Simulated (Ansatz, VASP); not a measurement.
## Two plane-wave programs on AlRu

```
CELL_PARAMETERS angstrom
2.99160 0.00000 0.00000
0.00000 2.99160 0.00000
0.00000 0.00000 2.99160
ATOMIC_POSITIONS crystal
Al 0.00000 0.00000 0.00000
Ru 0.50000 0.50000 0.50000
```

Alike in both runs: task relaxation of cell and atoms; functional r2SCAN; k mesh 14 × 14 × 14; occupations gaussian, width 0.1 eV; no spin polarisation.

|  | VASP | Ansatz |
| --- | --- | --- |
| version | VASP 6.6.1 | Ansatz 0.2.0 |
| potentials or method | VASP PAW PBE potentials, release 64 (Al, Ru_pv), cutoff 600 eV | scalar-relativistic, plane waves, PAW |
| valence electrons in the cell | 17 | 19 |

|  | VASP | Ansatz | Ansatz less VASP |
| --- | --- | --- | --- |
| gap on the k mesh at the Fermi level, each at its own relaxed structure (eV) | none | none | - |
| relaxed volume (Å³/atom) | 13.28 | 13.27 | -0.009 |
| relaxed length of the cell vector where the two differ most in proportion (Å) | 2.983 | 2.983 | -0.0007 |

VASP's potentials were made for PBE, not for r2SCAN. A gap of «none» marks a metal or a gap that the smearing closes. VASP's potentials hold 17 valence electrons a cell and Ansatz's 19, so a difference there can come from the potentials and not from the codes.
